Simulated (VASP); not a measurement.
Crystal: KZnF3.

```
K Zn F
1.0
     4.04617    0.00000    0.00000
     0.00000    4.04617    0.00000
     0.00000    0.00000    4.04617
K Zn F
1 1 3
Direct
  0.00000 0.00000 0.00000
  0.50000 0.50000 0.50000
  0.50000 0.50000 0.00000
  0.00000 0.50000 0.50000
  0.50000 0.00000 0.50000
```

Base run:

| Item | Value |
| --- | --- |
| Program | VASP 6.6.1 |
| Functional | PBE |
| Potentials or basis | VASP PAW PBE potentials, release 64 (K_sv, Zn, F) |
| Cutoff | 520 eV |
| k mesh | 6 × 6 × 6 |
| Occupations | gaussian, width 0.01 eV |
| Spin | no spin polarisation |

Its results: band gap on the k mesh 3.80 eV, indirect (least direct gap 5.67 eV); pressure 5.2 GPa.

Q: The run is repeated on the same cell with these changes: functional from PBE to r2SCAN. What comes out?

A: Band gap on the k mesh 4.59 eV, indirect (least direct gap 6.59 eV); pressure 0.3 GPa.

r2SCAN gives the wider gap, since meta-GGAs in the generalised Kohn-Sham scheme recover part of the derivative discontinuity.

Caveats: the PAW data sets were made with another functional, which shifts forces and pressure a little (some runs).

A k mesh can miss the band edges.
